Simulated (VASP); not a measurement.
A run of VASP 6.6.1:

Contents of INCAR:

```
PREC = Accurate
ENCUT = 520
EDIFF = 1E-7
ISMEAR = 0
SIGMA = 0.1
LREAL = F
LASPH = T
NELM = 150
ALGO = Normal
ISIF = 2
LWAVE = F
LCHARG = F
ISPIN = 2
MAGMOM = 0.62 0.53 0.92 0.92 0.92
LORBIT = 11
LMAXMIX = 6
GGA = PE
NBANDS = 47
```

KPOINTS

```
Automatic mesh
0
Gamma
  8 8 8
```

File POSCAR:

```
YbHRh3
1.0
    4.9302035550      0.0000000000      0.0000000000
    0.0000000000      4.9302035550      0.0000000000
    0.0000000000      0.0000000000      4.9302035550
Yb H Rh
1 1 3
Direct
    0.0000000000      0.0000000000      0.0000000000
    0.5000000000      0.5000000000      0.5000000000
    0.5000000000      0.0000000000      0.0000000000
    0.0000000000      0.5000000000      0.0000000000
    0.0000000000      0.0000000000      0.5000000000
```

Potentials or basis: VASP PAW PBE potentials, release 64 (Yb, H, Rh_pv).

Launch:

```bash
$ cat potpaw_PBE.64/Yb/POTCAR potpaw_PBE.64/H/POTCAR potpaw_PBE.64/Rh_pv/POTCAR > POTCAR
$ mpirun -np 1 vasp_std > vasp.out
```

Hardware: 1 thread of Intel(R) Xeon(R) Platinum 8259CL CPU @ 2.50GHz (Skylake/Cascade Lake), with other jobs on the host.

Problem. Estimate the wall time of this run.

Solution. Run time: 20 min on 1 thread of Intel(R) Xeon(R) Platinum 8259CL CPU @ 2.50GHz (Skylake/Cascade Lake), with other jobs on the host, peak memory 0.5 GiB. Counts: scf iterations 35, k points 35.
